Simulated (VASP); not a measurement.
Input of a VASP 6.6.1 run:

The input INCAR:

```
PREC = Accurate
ENCUT = 600
EDIFF = 1E-6
ISMEAR = -1
SIGMA = 0.05
LREAL = F
LASPH = T
NELM = 60
ALGO = Normal
ISIF = 3
LWAVE = F
LCHARG = F
GGA = PE
IVDW = 12
IBRION = 2
NSW = 60
EDIFFG = -0.01
```

File KPOINTS:

```
Automatic mesh
0
Gamma
  8 8 8
```

File POSCAR:

```
Sb
1.0
    3.1600000000      0.0000000000      0.0000000000
    0.0000000000      3.1600000000      0.0000000000
    0.0000000000      0.0000000000      3.1600000000
Sb
1
Direct
    0.0000000000      0.0000000000      0.0000000000
```

Potentials or basis: VASP PAW PBE potentials, release 64 (Sb).

Command:

```sh
$ cat potpaw_PBE.64/Sb/POTCAR > POTCAR
$ mpirun -np 1 vasp_std > vasp.out
```

(1) Estimate the dispersion energy per atom.

(2) What does it give for the relaxed cell?

Answers

(1) -0.495 eV.

(2) a = 3.068 Å, b = 3.068 Å, c = 3.068 Å, α = 90.00°, β = 90.00°, γ = 90.00°.
